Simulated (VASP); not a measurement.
# Cs (Fd-3m) in VASP: relaxation of cell and atoms with PBE

Aim: the relaxation of cell and atoms of Cs with PBE.

All numbers are computed with VASP 6.6.1; they aren't measurements. Logs are shortened: lines on timing, memory, paths and dates and some standing lists are left out, and cuts for length are marked.

### Step 1. The cell of the first run

The structure is cubic, space group Fd-3m (No. 227). Conventional cell: a = 10.524 Å, b = 10.524 Å, c = 10.524 Å, α = 90.00°, β = 90.00°, γ = 90.00°.

This isn't the form of Cs at room conditions, which is bcc.

### Step 2. Relaxation of cell and atoms, PBE

File INCAR:

```
PREC = Accurate ; ENCUT = 600
EDIFF = 1E-7 ; ISMEAR = -1
SIGMA = 0.08 ; LREAL = False
LASPH = True ; NELM = 80
ALGO = Normal ; ISIF = 3
LWAVE = False ; LCHARG = False
GGA = PE ; IBRION = 2
NSW = 60 ; EDIFFG = -0.005
```

File KPOINTS:

```
Automatic mesh
0
Gamma
  6 6 6
```

File POSCAR:

```
Cs
1.0
    0.0000000000      5.2618628195      5.2618628195
    5.2618628195      0.0000000000      5.2618628195
    5.2618628195      5.2618628195      0.0000000000
Cs
2
Direct
   -0.1250000000     -0.1250000000     -0.1250000000
    0.1250000000      0.1250000000      0.1250000000
```

Potentials or basis: VASP PAW PBE potentials, release 64 (Cs_sv).

On the command line:

```sh
$ cat potpaw_PBE.64/Cs_sv/POTCAR > POTCAR
$ mpirun -np 1 vasp_std > vasp.out
```

OUTCAR:

```text
PREC = Accurate
   ENCUT = 600
   EDIFF = 1E-7
   ISMEAR = -1
   LREAL = False
   LASPH = True
   NELM = 80
   ISIF = 3
   GGA = PE
   IBRION = 2
   NSW = 60
   EDIFFG = -0.005

 ion  position               nearest neighbor table
   1  0.875  0.875  0.875-
   2  0.125  0.125  0.125-

  LATTYP: Found a face centered cubic cell.
 ALAT       =    10.5237256390

  Lattice vectors:

 A1 = (   0.0000000000,   5.2618628195,   5.2618628195)
 A2 = (   5.2618628195,   0.0000000000,   5.2618628195)
 A3 = (   5.2618628195,   5.2618628195,   0.0000000000)

Analysis of symmetry for initial positions (statically):
=====================================================================
 Subroutine PRICEL returns:
 Original cell was already a primitive cell.

 Routine SETGRP: Setting up the symmetry group for a
 face centered cubic supercell.

 Subroutine GETGRP returns: Found 48 space group operations
 (whereof 12 operations were pure point group operations)
 out of a pool of 48 trial point group operations.

The static configuration has the point symmetry D_3d.
 The point group associated with its full space group is O_h .

Analysis of symmetry for dynamics (positions and initial velocities):
=====================================================================
 Subroutine PRICEL returns:
 Original cell was already a primitive cell.

 Routine SETGRP: Setting up the symmetry group for a
 face centered cubic supercell.

 Subroutine GETGRP returns: Found 48 space group operations
 (whereof 12 operations were pure point group operations)
 out of a pool of 48 trial point group operations.

The dynamic configuration has the point symmetry D_3d.
 The point group associated with its full space group is O_h .

 Subroutine INISYM returns: Found 48 space group operations
 (whereof 12 operations are pure point group operations),
 and found     1 'primitive' translations

----------------------------------------------------------------------------------------

                                     Primitive cell

  volume of cell :     291.3725

  direct lattice vectors                    reciprocal lattice vectors
     0.000000000  5.261862820  5.261862820    -0.095023382  0.095023382  0.095023382
     5.261862820  0.000000000  5.261862820     0.095023382 -0.095023382  0.095023382
     5.261862820  5.261862820  0.000000000     0.095023382  0.095023382 -0.095023382

  length of vectors
     7.441397763  7.441397763  7.441397763     0.164585325  0.164585325  0.164585325

  position of ions in fractional coordinates (direct lattice)
     0.875000000  0.875000000  0.875000000
     0.125000000  0.125000000  0.125000000

  ion indices of the primitive-cell ions
   primitive index   ion index
                 1           1
                 2           2

----------------------------------------------------------------------------------------

 KPOINTS: Automatic mesh

Automatic generation of k-mesh.
 Grid dimensions read from file:
 generate k-points for:    6    6    6

 Generating k-lattice:

  Cartesian coordinates                     Fractional coordinates (reciprocal lattice)
    -0.015837230  0.015837230  0.015837230     0.166666667  0.000000000  0.000000000
     0.015837230 -0.015837230  0.015837230     0.000000000  0.166666667  0.000000000
     0.015837230  0.015837230 -0.015837230     0.000000000  0.000000000  0.166666667

  Length of vectors
     0.027430888  0.027430888  0.027430888

  Shift w.r.t. Gamma in fractional coordinates (k-lattice)
     0.000000000  0.000000000  0.000000000

 Subroutine IBZKPT returns following result:
 ===========================================

 Found     16 irreducible k-points:

 Following reciprocal coordinates:
            Coordinates               Weight
  0.000000  0.000000  0.000000      1.000000
  0.166667  0.000000  0.000000      8.000000
  0.333333  0.000000  0.000000      8.000000
  0.500000  0.000000  0.000000      4.000000
  0.166667  0.166667  0.000000      6.000000
  0.333333  0.166667  0.000000     24.000000
[... 8 lines left out ...]
 -0.333333  0.333333  0.166667     24.000000
 -0.333333  0.500000  0.166667     12.000000
   k-points           NKPTS =     16   k-points in BZ     NKDIM =     16   number of bands    NBANDS=     13
   number of dos      NEDOS =    301   number of ions     NIONS =      2
   total plane-waves  NPLWV = 216000
   dimension x,y,z NGX =    60 NGY =   60 NGZ =   60
   dimension x,y,z NGXF=   120 NGYF=  120 NGZF=  120
   ions per type =               2
   NGX,Y,Z   is equivalent  to a cutoff of  13.40, 13.40, 13.40 a.u.
   NGXF,Y,Z  is equivalent  to a cutoff of  26.81, 26.81, 26.81 a.u.
 SYSTEM =  unknown system
   PREC   = accura    normal or accurate (medium, high low for compatibility)
   ISTART =      0    job   : 0-new  1-cont  2-samecut
   ICHARG =      2    charge: 1-file 2-atom 10-const
   ISPIN  =      1    spin polarized calculation?
   LNONCOLLINEAR =      F non collinear calculations
   LSORBIT =      F    spin-orbit coupling
   LASPH  =      T    aspherical Exc in radial PAW
   ENCUT  =  600.0 eV  44.10 Ry    6.64 a.u.  14.86 14.86 14.86*2*pi/ulx,y,z
   NELM   =     80;   NELMIN=  2; NELMDL= -5     # of ELM steps
   EDIFF  = 0.1E-06   stopping-criterion for ELM
   LREAL  =      F    real-space projection
   EDIFFG = -.5E-02   stopping-criterion for IOM
   NSW    =     60    number of steps for IOM
   IBRION =      2    ionic relax: 0-MD 1-quasi-New 2-CG
   NFREE  =      1    steps in history (QN), initial steepest desc. (CG)
   ISIF   =      3    stress and relaxation
   ISYM   =      2    0-nonsym 1-usesym 2-fastsym
   POTIM  = 0.5000    time-step for ionic-motion
   TEBEG  =    0.0;   TEEND  =   0.0 temperature during run
   PSTRESS=    0.0 pullay stress
   NELECT =      18.0000    total number of electrons
   NUPDOWN=      -1.0000    fix difference up-down
   EMIN   =  10.00;   EMAX   =-10.00  energy-range for DOS
   EFERMI =   0.00;   METHOD = LEGACY
   ISMEAR =    -1;   SIGMA  =   0.08  broadening in eV -4-tet -1-fermi 0-gaus
   EFERMI_NEDOS =   21; number of points for ismear=-14 and -15
   IALGO  =     38    algorithm
   IMIX   =      4    mixing-type and parameters
     AMIX     =   0.40;   BMIX     =  1.00
     AMIX_MAG =   1.60;   BMIX_MAG =  1.00
  volume/ion in A,a.u.               =     145.69       983.14
  Fermi-wavevector in a.u.,A,eV,Ry     =   0.647167  1.222968  5.698456  0.418825
  Thomas-Fermi vector in A             =   1.715386
   LORBIT       =      0    0 simple, 1 ext, 2 COOP (PROOUT), +10 PAW based schemes
   GGA     = PE    functional components
   LHFCALC =     F    Hartree Fock is set to
   AEXX    =    0.0000 exact exchange contribution
   IVDW    =     0    specifies the selected vdW correction
   LEPSILON=     F    determine dielectric tensor
   LRPA    =     F    only Hartree local field effects (RPA)
 conjugate gradient relaxation of ions
 non-spin polarized calculation
  energy-cutoff  :      600.00
  volume of cell :      291.37
 maximum number of plane-waves:      9756
   NGX = 29   NGY = 29   NGZ = 29

--------------------------------------- Ionic step        1  -------------------------------------------

 number of electron      17.9999999 magnetization

 Free energy of the ion-electron system (eV)
  ---------------------------------------------------
  ext. energy  EPLUGINS =         0.00000000
  ---------------------------------------------------
  free energy    TOTEN  =        -1.15935995 eV

  energy without entropy =       -1.11360799  energy(sigma->0) =       -1.13648397

 E-fermi :   0.0467     XC(G=0):  -4.7794

 val. band max:        0.0311925774   @ k =   0.5000   0.0000   0.0000
 cond. band min:       0.0925060686   @ k =   0.5000   0.5000   0.0000
 fundamental gap:      0.0613134913
 Fermi energy:         0.0466713636

 k-point     1 :       0.0000    0.0000    0.0000
  band No.  band energies     occupation
      1     -24.3319      2.00000
      2     -24.2890      2.00000
      3     -11.2126      2.00000
      4     -11.2126      2.00000
      5     -11.2126      2.00000
      6     -11.0278      2.00000
      7     -11.0278      2.00000
      8     -11.0278      2.00000
      9      -1.4722      2.00000
     10       1.3015      0.00000
     11       1.3015      0.00000
     12       1.4585      0.00000
     13       1.4585      0.00000

 k-point     2 :       0.1667    0.0000    0.0000
  band No.  band energies     occupation
      1     -24.3298      2.00000
      2     -24.2911      2.00000
      3     -11.2181      2.00000
      4     -11.2181      2.00000
      5     -11.2120      2.00000
      6     -11.0297      2.00000
      7     -11.0222      2.00000
      8     -11.0222      2.00000
      9      -1.3280      2.00000
     10       1.1809      0.00000
     11       1.1809      0.00000
[... 354 lines left out ...]
 POSITION                                       TOTAL-FORCE (eV/Angst)
 -----------------------------------------------------------------------------------
     10.18529     10.18529     10.18529         0.000000     -0.000000     -0.000000
      1.45504      1.45504      1.45504        -0.000000      0.000000      0.000000
 -----------------------------------------------------------------------------------
    total drift:                               -0.000000      0.000000     -0.000000

  FREE ENERGIE OF THE ION-ELECTRON SYSTEM (eV)
  ---------------------------------------------------
  free  energy   TOTEN  =        -1.2106431606 eV

  energy  without entropy=       -1.1717975517  energy(sigma->0) =       -1.19122036

--------------------------------------- Ionic step        5  -------------------------------------------

 number of electron      18.0000001 magnetization

 Free energy of the ion-electron system (eV)
  ---------------------------------------------------
  ext. energy  EPLUGINS =         0.00000000
  ---------------------------------------------------
  free energy    TOTEN  =        -1.21274863 eV

  energy without entropy =       -1.17345718  energy(sigma->0) =       -1.19310290

 E-fermi :  -0.4280     XC(G=0):  -4.2066

 val. band max:       -0.6625697871   @ k =  -0.3333   0.3333   0.1667
 cond. band min:      -0.4217276135   @ k =   0.5000   0.5000   0.0000
 fundamental gap:      0.2408421736
 Fermi energy:        -0.4279838600

 k-point     1 :       0.0000    0.0000    0.0000
  band No.  band energies     occupation
      1     -24.7561      2.00000
      2     -24.7414      2.00000
      3     -11.5939      2.00000
      4     -11.5939      2.00000
      5     -11.5939      2.00000
      6     -11.5040      2.00000
      7     -11.5040      2.00000
      8     -11.5040      2.00000
      9      -1.6996      2.00000
     10       0.9280      0.00000
     11       0.9280      0.00000
     12       0.9298      0.00000
     13       0.9298      0.00000

 k-point     2 :       0.1667    0.0000    0.0000
  band No.  band energies     occupation
      1     -24.7554      2.00000
      2     -24.7421      2.00000
      3     -11.5963      2.00000
      4     -11.5963      2.00000
      5     -11.5931      2.00000
      6     -11.5053      2.00000
      7     -11.5015      2.00000
      8     -11.5015      2.00000
      9      -1.5865      2.00000
     10       0.6699      0.00000
     11       0.8096      0.00000
[... 246 lines left out ...]
 POSITION                                       TOTAL-FORCE (eV/Angst)
 -----------------------------------------------------------------------------------
     10.02483     10.02483     10.02483        -0.000000     -0.000000      0.000000
      1.43212      1.43212      1.43212         0.000000      0.000000     -0.000000
 -----------------------------------------------------------------------------------
    total drift:                               -0.000000      0.000000     -0.000000

  FREE ENERGIE OF THE ION-ELECTRON SYSTEM (eV)
  ---------------------------------------------------
  free  energy   TOTEN  =        -1.2127486313 eV

  energy  without entropy=       -1.1734571772  energy(sigma->0) =       -1.19310290

 reached required accuracy - stopping structural energy minimisation
```

Wall time 3.5 min (1 thread of Intel Xeon 6975P-C (Granite Rapids), shared host); peak memory 0.53 GiB.

Results:

```
Free energy                           : -1.2127 eV
Relaxed volume                        : 187.98 Å³/atom
Relaxed cell                          : a = 8.101 Å, b = 8.101 Å, c = 8.101 Å, α = 60.00°, β = 60.00°, γ = 60.00°
Space group after relaxing (to 0.1 Å) : Fd-3m (No. 227)
Energy gained by relaxing             : 26.7 meV/atom
Ionic steps                           : 5
Pressure after relaxing               : 0.0 GPa
Band gap on the k mesh                : zero (bands 9 and 10 overlap by 0.06 eV)
```

Step by step:
| step | energy change (eV) | largest force (eV/Å) | pressure (GPa) | volume (Å³) |
| --- | --- | --- | --- | --- |
| 1 | 0.0000 | 0.0000 | 0.24 | 291.37 |
| 2 | -0.0130 | 0.0000 | 0.20 | 300.75 |
| 3 | -0.0404 | 0.0000 | 0.10 | 330.07 |
| 4 | -0.0513 | 0.0000 | -0.03 | 394.31 |
| 5 | -0.0534 | 0.0000 | 0.00 | 375.96 |

Final structure:
```yaml
crystal:
  lattice:
    - [0.00000, 5.72847, 5.72847]
    - [5.72847, 0.00000, 5.72847]
    - [5.72847, 5.72847, 0.00000]
  atoms:
    - { symbol: Cs, position: [0.87500, 0.87500, 0.87500] }
    - { symbol: Cs, position: [0.12500, 0.12500, 0.12500] }
```

Levels at points of the mesh, in eV from the Fermi level:
```tsv
k point	band 7	band 8	band 9	band 10	band 11	band 12
(0.00, 0.00, 0.00)	-11.08	-11.08	-1.27	1.36	1.36	1.36
(0.50, 0.00, 0.00)	-11.07	-11.07	-0.54	0.06	1.15	1.15
(0.50, 0.50, 0.00)	-11.06	-11.06	0.01	0.01	0.68	0.68
```

Caveat: the volume moved by over 15 % at a fixed basis, so the end points are rough; spin-orbit coupling is left out, which moves the levels of the heavy elements.

The gap in the log of VASP goes by the Fermi energy; the results here count the filled bands.